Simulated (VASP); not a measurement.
Here is a VASP 6.6.1 calculation.

File INCAR:

```
  ALGO = Normal
  EDIFF = 1E-6
  ENCUT = 520
  GGA = PE
  ISIF = 2
  ISMEAR = 0
  LASPH = True
  LCHARG = False
  LREAL = False
  LWAVE = False
  NBANDS = 33
  NELM = 100
  PREC = Accurate
  SIGMA = 0.1
```

The input KPOINTS:

```
k-points
0
Gamma
  6 6 6
```

POSCAR

```
ZrGa2S2
1.0
   -2.4724078578      2.4724078578      3.8722122323
    2.4724078578     -2.4724078578      3.8722122323
    2.4724078578      2.4724078578     -3.8722122323
Zr Ga S
1 2 2
Direct
    0.0000000000      0.0000000000      0.0000000000
    0.6518054242      0.6518054242      0.0000000000
    0.3481945758      0.3481945758      0.0000000000
    0.2500000000      0.7500000000      0.5000000000
    0.7500000000      0.2500000000      0.5000000000
```

Potentials or basis: VASP PAW PBE potentials, release 64 (Zr_sv, Ga_d, S).

Command:

```console
$ cat potpaw_PBE.64/Zr_sv/POTCAR potpaw_PBE.64/Ga_d/POTCAR potpaw_PBE.64/S/POTCAR > POTCAR
$ mpirun -np 1 vasp_std > vasp.out
```

Q: What does it give for the band gap on the k mesh?

A: Zero (bands 25 and 26 overlap by 1.03 eV).

Q: Estimate the largest force.

A: 0.007 eV/Å.

Q: What does it give for the pressure?

A: 0.1 GPa.

Forces on the atoms (eV/Å):
```
Zr   0.000  0.000  0.000
Ga   0.000  0.000  0.007
Ga   0.000  0.000 -0.007
S    0.000  0.000  0.000
S    0.000  0.000  0.000
```
